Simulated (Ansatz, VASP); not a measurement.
## GeSb4Te7 in VASP and in Ansatz

Contents of INCAR:

```
SYSTEM = GeSb4Te7
  ALGO = Normal
  EDIFF = 1E-6
  ENCUT = 520
  GGA = PE
  ISIF = 2
  ISMEAR = 0
  LASPH = .True.
  LCHARG = .False.
  LREAL = .False.
  LWAVE = .False.
  NBANDS = 50
  NELM = 100
  PREC = Accurate
  SIGMA = 0.02
```

The input KPOINTS:

```
k-points
0
Gamma
  12 12 2
  0 0 0
```

Contents of POSCAR:

```
GeSb4Te7
1.0
    4.1475847112      0.0000000000      0.0000000000
   -2.0737923556      3.5919137242      0.0000000000
    0.0000000000      0.0000000000     25.9630376654
Ge Sb Te
1 4 7
Direct
    0.0000000000      0.0000000000      0.5000000000
    0.6666666667      0.3333333333      0.9202430301
    0.3333333333      0.6666666667      0.3520355140
    0.3333333333      0.6666666667      0.0797569699
    0.6666666667      0.3333333333      0.6479644860
    0.3333333333      0.6666666667      0.8517966756
    0.6666666667      0.3333333333      0.1482033244
    0.0000000000      0.0000000000      0.7161668580
    0.6666666667      0.3333333333      0.4326208770
    0.3333333333      0.6666666667      0.5673791230
    0.0000000000      0.0000000000      0.0000000000
    0.0000000000      0.0000000000      0.2838331420
```

Input for Ansatz:

```yaml
crystal:
  lattice:
    - [4.1475847112, 0.0, 0.0]
    - [-2.0737923556, 3.5919137242, 0.0]
    - [0.0, 0.0, 25.9630376654]
  atoms:
    - { symbol: Ge, position: [0.0, 0.0, 0.5] }
    - { symbol: Sb, position: [0.6666666667, 0.3333333333, 0.9202430301] }
    - { symbol: Sb, position: [0.3333333333, 0.6666666667, 0.352035514] }
    - { symbol: Sb, position: [0.3333333333, 0.6666666667, 0.0797569699] }
    - { symbol: Sb, position: [0.6666666667, 0.3333333333, 0.647964486] }
    - { symbol: Te, position: [0.3333333333, 0.6666666667, 0.8517966756] }
    - { symbol: Te, position: [0.6666666667, 0.3333333333, 0.1482033244] }
    - { symbol: Te, position: [0.0, 0.0, 0.716166858] }
    - { symbol: Te, position: [0.6666666667, 0.3333333333, 0.432620877] }
    - { symbol: Te, position: [0.3333333333, 0.6666666667, 0.567379123] }
    - { symbol: Te, position: [0.0, 0.0, 0.0] }
    - { symbol: Te, position: [0.0, 0.0, 0.283833142] }
basis:
  ecutwfc: 420
kpoints:
  mp_grid: { grid: [12, 12, 2] }
  band_path: { path: [VBM, CBM], npoints: 2 }
hamiltonian:
  xc: pbe
scf:
  occupations: { method: gaussian, width: 0.02 }
output:
  forces: true
  stress: true
  eigenvalues: true
checkpoint:
  read: start.run
  write: ck
  compress: false
  write_wavefunctions: false
  write_every: 100000
```

Alike in both runs: task single point; functional PBE; k mesh 12 × 12 × 2; occupations gaussian, width 0.02 eV; no spin polarisation.

|  | VASP | Ansatz |
| --- | --- | --- |
| version | VASP 6.6.1 | Ansatz 0.2.0 |
| potentials or method | VASP PAW PBE potentials, release 64 (Ge_d, Sb, Te), cutoff 520 eV | scalar-relativistic, plane waves, PAW |
| valence electrons in the cell | 76 | 186 |

Ansatz gave:

```
gap on the k mesh at the Fermi level (eV)                     : 0.35
least direct gap on the mesh (eV)                             : 0.63
pressure (GPa)                                                : 2.0
traceless stress, the component that is largest in VASP (GPa) : -2.04
rms of the force components (eV/Å)                            : 0.000
```

What did VASP give for the same quantities?

gap on the k mesh at the Fermi level (eV): 0.36; least direct gap on the mesh (eV): 0.62; pressure (GPa): 2.0; traceless stress, the component that is largest in VASP (GPa): -2.02; rms of the force components (eV/Å): 0.012.

Atom by atom the forces differ by 0.012 eV/Å (rms over components). VASP's potentials hold 76 valence electrons a cell and Ansatz's 186, so a difference there can come from the potentials and not from the codes.

Spin-orbit coupling is off throughout.
